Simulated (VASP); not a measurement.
Crystal: In4Ru.

```
In Ru
1.0
    -3.12490    3.12490    3.50975
     3.12490   -3.12490    3.50975
     3.12490    3.12490   -3.50975
In Ru
4 1
Direct
  0.50000 0.50000 0.50000
  0.00000 0.00000 0.50000
  0.50000 0.00000 0.00000
  0.00000 0.50000 0.00000
  0.00000 0.00000 0.00000
```

The cell was generated, and may not be a known phase.

| Item | Value |
| --- | --- |
| Program | VASP 6.6.1 |
| Task | relaxation of cell and atoms |
| Functional | PBE |
| Potentials or basis | VASP PAW PBE potentials, release 64 (In_d, Ru_pv) |
| Cutoff | 600 eV |
| k mesh | 4 × 4 × 4 |
| Occupations | gaussian, width 0.2 eV |
| Spin | no spin polarisation |

At the start: pressure -5.1 GPa; volume 27.42 Å³/atom.

Problem. How do energy, volume and symmetry change on relaxing?

Solution. Over 8 steps the energy falls by 87.5 meV/atom and the volume is 24.77 Å³/atom (-9.6 %); space group I4/mmm (No. 139, to 0.1 Å) before, Im-3m (No. 229, to 0.1 Å).

The path:
```tsv
step	energy change (eV)	largest force (eV/Å)	pressure (GPa)	volume (Å³)
1	0.0000	0.0000	-5.07	137.09
2	-0.3275	0.0000	2.45	120.51
3	-0.3341	0.0000	1.25	122.34
4	-0.4196	0.0000	0.73	122.78
5	-0.4359	0.0000	0.55	122.98
6	-0.4360	0.0000	0.55	122.97
7	-0.4365	0.0000	-0.43	124.62
8	-0.4375	0.0000	0.01	123.87
```

Final structure:
```yaml
crystal:
  lattice:
    - [-3.13895, 3.13895, 3.14290]
    - [3.13895, -3.13895, 3.14290]
    - [3.13895, 3.13895, -3.14290]
  atoms:
    - { symbol: In, position: [0.50000, 0.50000, 0.50000] }
    - { symbol: In, position: [0.00000, 0.00000, 0.50000] }
    - { symbol: In, position: [0.50000, 0.00000, 0.00000] }
    - { symbol: In, position: [0.00000, 0.50000, 0.00000] }
    - { symbol: Ru, position: [0.00000, 0.00000, 0.00000] }
```
